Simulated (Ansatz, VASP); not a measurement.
One calculation of Au, two programs

```
CELL_PARAMETERS angstrom
2.63130 0.00000 0.00000
0.00000 2.63130 0.00000
0.00000 0.00000 2.63130
ATOMIC_POSITIONS crystal
Au 0.00000 0.00000 0.00000
```

Alike in both runs: task single point; functional LDA; k mesh 13 × 13 × 13; occupations fermi-dirac, width 0.1 eV; no spin polarisation.

```csv
,VASP,Ansatz
version,VASP 6.6.1,Ansatz 0.2.0
potentials or method,"VASP PAW LDA potentials, release 64 (Au), cutoff 520 eV","plane waves (420 eV) with PAW, scalar-relativistic"
valence electrons in the cell,11,19
```

|  | VASP | Ansatz | Ansatz less VASP |
| --- | --- | --- | --- |
| pressure (GPa) | 7.4 | 6.9 | -0.55 |

Ansatz warns that its potentials were made for another functional, while VASP's fit it. LDA's correlation is that of Perdew and Zunger in VASP and of Perdew and Wang (1992) in Ansatz. VASP's potentials hold 11 valence electrons a cell and Ansatz's 19, so a difference there can come from the potentials and not from the codes.

Spin-orbit coupling is off throughout.
